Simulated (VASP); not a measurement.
Input of a VASP 6.6.1 run:

Contents of INCAR:

```
SYSTEM = Ir
PREC = Accurate
ENCUT = 600
EDIFF = 1E-6
ISMEAR = -1
SIGMA = 0.05
LREAL = .False.
LASPH = .True.
NELM = 80
ALGO = Normal
ISIF = 3
LWAVE = .False.
LCHARG = .False.
GGA = PE
IBRION = 2
NSW = 60
EDIFFG = -0.005
```

Contents of KPOINTS:

```
regular mesh
0
Gamma
  18 18 18
  0 0 0
```

POSCAR

```
Ir
1.0
    0.0000000000      1.9357497200      1.9357497200
    1.9357497200      0.0000000000      1.9357497200
    1.9357497200      1.9357497200      0.0000000000
Ir
1
Direct
    0.0000000000      0.0000000000      0.0000000000
```

Potentials or basis: VASP PAW PBE potentials, release 64 (Ir).

The run is started by

```console
$ cat potpaw_PBE.64/Ir/POTCAR > POTCAR
$ mpirun -np 1 vasp_std > vasp.out
```

(1) Predict the relaxed volume.

(2) Estimate the space group after relaxing (to 0.05 Å).

(3) What does it give for the relaxed cell?

## Answers

(1) 14.52 Å³/atom.

(2) Fm-3m (No. 225).

(3) a = 2.738 Å, b = 2.738 Å, c = 2.738 Å, α = 60.00°, β = 60.00°, γ = 60.00°.
